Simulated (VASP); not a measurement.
# TiAl (P4/mmm) in VASP: a series of runs

The runs below take TiAl through single point, with LDA.

Everything below comes from runs of VASP 6.6.1. Logs are shortened: lines on timing, memory, paths and dates and some standing lists are left out, and cuts for length are marked.

### Step 1. The cell of the first run

It takes space group P4/mmm (No. 123, tetragonal). Conventional cell: a = 2.930 Å, b = 2.930 Å, c = 3.660 Å, α = 90.00°, β = 90.00°, γ = 90.00°. Within 3.7 Å of Ti (site symmetry 4/mmm) lie 8 Al at 2.76 Å and 6 Ti at 2.93 to 3.66 Å. Within 3.7 Å of Al (site symmetry 4/mmm) lie 8 Ti at 2.76 Å and 6 Al at 2.93 to 3.66 Å.

### Step 2. Single point, LDA (15.70 Å³/atom)

Input file INCAR:

```
  PREC = Accurate
  ENCUT = 520
  EDIFF = 1E-7
  ISMEAR = 0
  SIGMA = 0.15
  LREAL = False
  LASPH = True
  NELM = 60
  ALGO = Fast
  ISIF = 2
  LWAVE = False
  LCHARG = True
  LELF = True
  LVHAR = True
  NBANDS = 14
```

Input file KPOINTS:

```
regular mesh
0
Gamma
  16 16 16
```

Input file POSCAR:

```
TiAl
1.0
    2.9295003232      0.0000000000      0.0000000000
    0.0000000000      2.9295003232      0.0000000000
    0.0000000000      0.0000000000      3.6595318038
Ti Al
1 1
Direct
    0.0000000000      0.0000000000      0.0000000000
    0.5000000000      0.5000000000      0.5000000000
```

Potentials or basis: VASP PAW LDA potentials, release 64 (Ti_sv, Al).

Run with:

```
> cat potpaw_LDA.64/Ti_sv/POTCAR potpaw_LDA.64/Al/POTCAR > POTCAR
> mpirun -np 1 vasp_std > vasp.out
```

OUTCAR:

```text
PREC = Accurate
   ENCUT = 520
   EDIFF = 1E-7
   ISMEAR = 0
   LREAL = False
   LASPH = True
   NELM = 60
   ISIF = 2

 ion  position               nearest neighbor table
   1  0.000  0.000  0.000-   2 2.76   2 2.76   2 2.76   2 2.76   2 2.76   2 2.76   2 2.76   2 2.76

   2  0.500  0.500  0.500-   1 2.76   1 2.76   1 2.76   1 2.76   1 2.76   1 2.76   1 2.76   1 2.76

  LATTYP: Found a simple tetragonal cell.
 ALAT       =     2.9295003232
 C/A-ratio  =     1.2492000000

  Lattice vectors:

 A1 = (   2.9295003232,   0.0000000000,   0.0000000000)
 A2 = (   0.0000000000,   2.9295003232,   0.0000000000)
 A3 = (   0.0000000000,   0.0000000000,   3.6595318038)

Analysis of symmetry for initial positions (statically):
=====================================================================
 Subroutine PRICEL returns:
 Original cell was already a primitive cell.

 Routine SETGRP: Setting up the symmetry group for a
 simple tetragonal supercell.

 Subroutine GETGRP returns: Found 16 space group operations
 (whereof 16 operations were pure point group operations)
 out of a pool of 16 trial point group operations.

The static configuration has the point symmetry D_4h.

Analysis of symmetry for dynamics (positions and initial velocities):
=====================================================================
 Subroutine PRICEL returns:
 Original cell was already a primitive cell.

 Routine SETGRP: Setting up the symmetry group for a
 simple tetragonal supercell.

 Subroutine GETGRP returns: Found 16 space group operations
 (whereof 16 operations were pure point group operations)
 out of a pool of 16 trial point group operations.

The dynamic configuration has the point symmetry D_4h.

 Subroutine INISYM returns: Found 16 space group operations
 (whereof 16 operations are pure point group operations),
 and found     1 'primitive' translations

----------------------------------------------------------------------------------------

                                     Primitive cell

  volume of cell :      31.4060

  direct lattice vectors                    reciprocal lattice vectors
     2.929500323  0.000000000  0.000000000     0.341355142  0.000000000  0.000000000
     0.000000000  2.929500323  0.000000000     0.000000000  0.341355142  0.000000000
     0.000000000  0.000000000  3.659531804     0.000000000  0.000000000  0.273259000

  length of vectors
     2.929500323  2.929500323  3.659531804     0.341355142  0.341355142  0.273259000

  position of ions in fractional coordinates (direct lattice)
     0.000000000  0.000000000  0.000000000
     0.500000000  0.500000000  0.500000000

  ion indices of the primitive-cell ions
   primitive index   ion index
                 1           1
                 2           2

----------------------------------------------------------------------------------------

 KPOINTS: regular mesh

Automatic generation of k-mesh.
 Grid dimensions read from file:
 generate k-points for:   16   16   16

 Generating k-lattice:

  Cartesian coordinates                     Fractional coordinates (reciprocal lattice)
     0.021334696  0.000000000  0.000000000     0.062500000  0.000000000  0.000000000
     0.000000000  0.021334696  0.000000000     0.000000000  0.062500000  0.000000000
     0.000000000  0.000000000  0.017078687     0.000000000  0.000000000  0.062500000

  Length of vectors
     0.021334696  0.021334696  0.017078687

  Shift w.r.t. Gamma in fractional coordinates (k-lattice)
     0.000000000  0.000000000  0.000000000

 Subroutine IBZKPT returns following result:
 ===========================================

 Found    405 irreducible k-points:

 Following reciprocal coordinates:
            Coordinates               Weight
  0.000000  0.000000  0.000000      1.000000
  0.062500  0.000000  0.000000      4.000000
  0.125000  0.000000  0.000000      4.000000
  0.187500  0.000000  0.000000      4.000000
  0.250000  0.000000  0.000000      4.000000
  0.312500  0.000000  0.000000      4.000000
[... 16 lines left out ...]
  0.437500  0.125000  0.000000      8.000000
  0.500000  0.125000  0.000000      4.000000
 [... further k-points ...]
   k-points           NKPTS =    405   k-points in BZ     NKDIM =    405   number of bands    NBANDS=     14
   number of dos      NEDOS =    301   number of ions     NIONS =      2
   total plane-waves  NPLWV =  16128
   dimension x,y,z NGX =    24 NGY =   24 NGZ =   28
   dimension x,y,z NGXF=    48 NGYF=   48 NGZF=   56
   ions per type =               1   1
   NGX,Y,Z   is equivalent  to a cutoff of  13.62, 13.62, 12.72 a.u.
   NGXF,Y,Z  is equivalent  to a cutoff of  27.24, 27.24, 25.44 a.u.
 SYSTEM =  unknown system
   PREC   = accura    normal or accurate (medium, high low for compatibility)
   ISTART =      0    job   : 0-new  1-cont  2-samecut
   ICHARG =      2    charge: 1-file 2-atom 10-const
   ISPIN  =      1    spin polarized calculation?
   LNONCOLLINEAR =      F non collinear calculations
   LSORBIT =      F    spin-orbit coupling
   LASPH  =      T    aspherical Exc in radial PAW
   ENCUT  =  520.0 eV  38.22 Ry    6.18 a.u.   5.45  5.45  6.80*2*pi/ulx,y,z
   NELM   =     60;   NELMIN=  2; NELMDL= -5     # of ELM steps
   EDIFF  = 0.1E-06   stopping-criterion for ELM
   LREAL  =      F    real-space projection
   EDIFFG = 0.1E-05   stopping-criterion for IOM
   NSW    =      0    number of steps for IOM
   IBRION =     -1    ionic relax: 0-MD 1-quasi-New 2-CG
   NFREE  =      0    steps in history (QN), initial steepest desc. (CG)
   ISIF   =      2    stress and relaxation
   ISYM   =      2    0-nonsym 1-usesym 2-fastsym
   POTIM  = 0.5000    time-step for ionic-motion
   TEBEG  =    0.0;   TEEND  =   0.0 temperature during run
   PSTRESS=    0.0 pullay stress
   NELECT =      15.0000    total number of electrons
   NUPDOWN=      -1.0000    fix difference up-down
   EMIN   =  10.00;   EMAX   =-10.00  energy-range for DOS
   EFERMI =   0.00;   METHOD = LEGACY
   ISMEAR =     0;   SIGMA  =   0.15  broadening in eV -4-tet -1-fermi 0-gaus
   EFERMI_NEDOS =   21; number of points for ismear=-14 and -15
   IALGO  =     68    algorithm
   IMIX   =      4    mixing-type and parameters
     AMIX     =   0.40;   BMIX     =  1.00
     AMIX_MAG =   1.60;   BMIX_MAG =  1.00
  volume/ion in A,a.u.               =      15.70       105.97
  Fermi-wavevector in a.u.,A,eV,Ry     =   1.279679  2.418243 22.280606  1.637578
  Thomas-Fermi vector in A             =   2.412151
   LORBIT       =      0    0 simple, 1 ext, 2 COOP (PROOUT), +10 PAW based schemes
   GGA     = CA    functional components
   LHFCALC =     F    Hartree Fock is set to
   AEXX    =    0.0000 exact exchange contribution
   IVDW    =     0    specifies the selected vdW correction
   LEPSILON=     F    determine dielectric tensor
   LRPA    =     F    only Hartree local field effects (RPA)
 non-spin polarized calculation
 RMM-DIIS sequential band-by-band and
 Gauss-broadening in eV      SIGMA  =   0.15
  energy-cutoff  :      520.00
  volume of cell :       31.41
 maximum number of plane-waves:       870
 NGX is ok and might be reduce to    24
   NGX = 11   NGY = 11   NGZ = 13

 number of electron      15.0000002 magnetization

 Free energy of the ion-electron system (eV)
  ---------------------------------------------------
  ext. energy  EPLUGINS =         0.00000000
  ---------------------------------------------------
  free energy    TOTEN  =       -13.50100234 eV

  energy without entropy =      -13.47798060  energy(sigma->0) =      -13.48949147

 E-fermi :   8.5296     XC(G=0): -11.4081

 val. band max:        8.5235557071   @ k =   0.1875   0.1250   0.0625
 cond. band min:       8.5362564495   @ k =   0.1875   0.1875   0.5000
 fundamental gap:      0.0127007424
 Fermi energy:         8.5295757062

 k-point     1 :       0.0000    0.0000    0.0000
  band No.  band energies     occupation
      1     -47.4054      2.00000
      2     -24.1447      2.00000
      3     -23.8451      2.00000
      4     -23.8451      2.00000
      5      -0.5898      2.00000
      6       6.8624      2.00000
      7       7.5175      2.00000
      8       9.8435      0.00000
      9      10.4500      0.00000
     10      10.4500      0.00000
     11      11.3152      0.00000
     12      15.4531      0.00000
     13      15.4531      0.00000
     14      16.4039      0.00000

 k-point     2 :       0.0625    0.0000    0.0000
  band No.  band energies     occupation
      1     -47.4039      2.00000
      2     -24.1431      2.00000
      3     -23.8593      2.00000
      4     -23.8438      2.00000
      5      -0.5170      2.00000
      6       6.9070      2.00000
      7       7.5301      2.00000
      8       9.5056      0.00000
      9      10.4620      0.00000
     10      10.8188      0.00000
     11      11.2298      0.00000
     12      14.8134      0.00000
     13      15.5713      0.00000
     14      16.3803      0.00000

 k-point     3 :       0.1250    0.0000    0.0000
  band No.  band energies     occupation
      1     -47.3994      2.00000
      2     -24.1386      2.00000
      3     -23.8995      2.00000
      4     -23.8403      2.00000
      5      -0.3003      2.00000
      6       7.0285      2.00000
      7       7.5458      2.00000
      8       9.0130      0.00001
      9      10.4965      0.00000
     10      11.0055      0.00000
     11      11.4082      0.00000
     12      13.7103      0.00000
     13      15.8988      0.00000
     14      16.2991      0.00000
[... 324 lines left out ...]
 k-point    23 :       0.4375    0.1250    0.0000
  band No.  band energies     occupation
      1     -47.3600      2.00000
      2     -24.1882      2.00000
      3     -24.0988      2.00000
      4     -23.8654      2.00000
      5       2.9109      2.00000
      6       4.7728      2.00000
      7       7.5380      2.00000
      8       8.3741      1.85727
      9       9.3937      0.00000
     10      10.2494      0.00000
     11      12.4559      0.00000
     12      15.2953      0.00000
     13      15.4844      0.00000
     14      17.2586      0.00000

 k-point    24 :       0.5000    0.1250    0.0000
  band No.  band energies     occupation
      1     -47.3585      2.00000
      2     -24.2016      2.00000
      3     -24.0972      2.00000
      4     -23.8641      2.00000
      5       3.6120      2.00000
      6       4.0226      2.00000
      7       7.4889      2.00000
      8       8.4638      1.46461
      9       9.3025      0.00000
     10      10.2689      0.00000
     11      12.5810      0.00000
     12      15.1858      0.00000
     13      15.9607      0.00000
     14      16.9881      0.00000

 [... further k-points ...]

------------------------ aborting loop because EDIFF is reached ----------------------------------------

  FORCE on cell =-STRESS in cart. coord.  units (eV):
  Direction    XX          YY          ZZ          XY          YZ          ZX
  --------------------------------------------------------------------------------------
  -------------------------------------------------------------------------------------
  Total       -1.1689954     -1.1689954      0.4575477      0.0000000      0.0000000      0.0000000
  in kB      -59.6363103    -59.6363103     23.3418011      0.0000000      0.0000000      0.0000000
  external PRESSURE =     -31.9769398 kB  Pullay stress =       0.0000000 kB

 VOLUME and BASIS-vectors are now :
 -----------------------------------------------------------------------------
  energy-cutoff  :      520.00
  volume of cell :       31.41
      direct lattice vectors                 reciprocal lattice vectors
     2.929500323  0.000000000  0.000000000     0.341355142  0.000000000  0.000000000
     0.000000000  2.929500323  0.000000000     0.000000000  0.341355142  0.000000000
     0.000000000  0.000000000  3.659531804     0.000000000  0.000000000  0.273259000

 POSITION                                       TOTAL-FORCE (eV/Angst)
 -----------------------------------------------------------------------------------
      0.00000      0.00000      0.00000         0.000000      0.000000      0.000000
      1.46475      1.46475      1.82977         0.000000      0.000000      0.000000
 -----------------------------------------------------------------------------------
    total drift:                                0.000000      0.000000      0.000000

  FREE ENERGIE OF THE ION-ELECTRON SYSTEM (eV)
  ---------------------------------------------------
  free  energy   TOTEN  =       -13.5010023363 eV

  energy  without entropy=      -13.4779806022  energy(sigma->0) =      -13.48949147
```

It took 7.2 min on 1 thread of Intel Xeon 8259CL, shared host; peak memory 0.29 GiB.

Results:

```
Free energy            : -13.5010 eV
Pressure               : -3.2 GPa
Band gap on the k mesh : zero (an odd number of electrons rules out a gap without spin polarisation)
```

Levels at points of the mesh, in eV from the Fermi level:
| k point | band 4 | band 5 | band 6 | band 7 | band 8 | band 9 | band 10 | band 11 |
| --- | --- | --- | --- | --- | --- | --- | --- | --- |
| (0.00, 0.00, 0.00) | -32.37 | -9.12 | -1.67 | -1.01 | 1.31 | 1.92 | 1.92 | 2.79 |
| (0.50, 0.00, 0.00) | -32.34 | -5.06 | -4.80 | -1.18 | -0.30 | 1.20 | 2.25 | 4.11 |
| (0.50, 0.50, 0.00) | -32.59 | -3.89 | -1.02 | -1.02 | -0.88 | -0.04 | -0.04 | 3.78 |
| (0.00, 0.00, 0.50) | -32.37 | -7.03 | -5.21 | -0.63 | 1.17 | 1.17 | 1.55 | 2.83 |
| (0.50, 0.00, 0.50) | -32.34 | -5.12 | -2.64 | -1.42 | -1.30 | 1.35 | 1.73 | 2.05 |
| (0.50, 0.50, 0.50) | -32.63 | -2.80 | -2.74 | -2.74 | 1.27 | 2.42 | 2.81 | 3.79 |

Caveat: the stress differs along the axes, from -6 to 2 GPa.

(Part 1 of 2 ends here.)
